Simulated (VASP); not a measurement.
Cr, 2 atoms in the cell. The structure is tetragonal, space group I4/mmm (No. 139). Conventional cell: a = 2.645 Å, b = 2.645 Å, c = 2.945 Å, α = 90.00°, β = 90.00°, γ = 90.00°. Within 3.1 Å of Cr (site symmetry 4/mmm) lie 14 Cr at 2.38 to 2.94 Å.  This cell differs from its parent crystal: biaxial strain in the a-b plane: -6.0 %, then relaxed in part.

| Property | Result |
| --- | --- |
| Program | VASP 6.6.1 |
| Task | single point |
| Functional | PBEsol |
| Potentials or basis | VASP PAW PBE potentials, release 64 (Cr_pv) |
| Cutoff | 520 eV |
| k mesh | 14 × 14 × 14 |
| Occupations | gaussian, width 0.1 eV |
| Spin | no spin polarisation |
| Dipole correction | no |
| Further INCAR settings | ALGO = Normal; EDIFF = 1e-07; NBANDS = 19 |

Potentials or basis: VASP PAW PBE potentials, release 64 (Cr_pv).

The run is started by

```console
$ cat potpaw_PBE.64/Cr_pv/POTCAR > POTCAR
$ mpirun -np 1 vasp_std > vasp.out
```

Hardware: 1 thread of Intel(R) Xeon(R) 6975P-C (Granite Rapids) (shared host).

Q: How long does it take, and how much memory?

A: Run time: 34 s on 1 thread of Intel(R) Xeon(R) 6975P-C (Granite Rapids) (shared host), peak memory 0.2 GiB. Counts: scf iterations 14, k points 288.
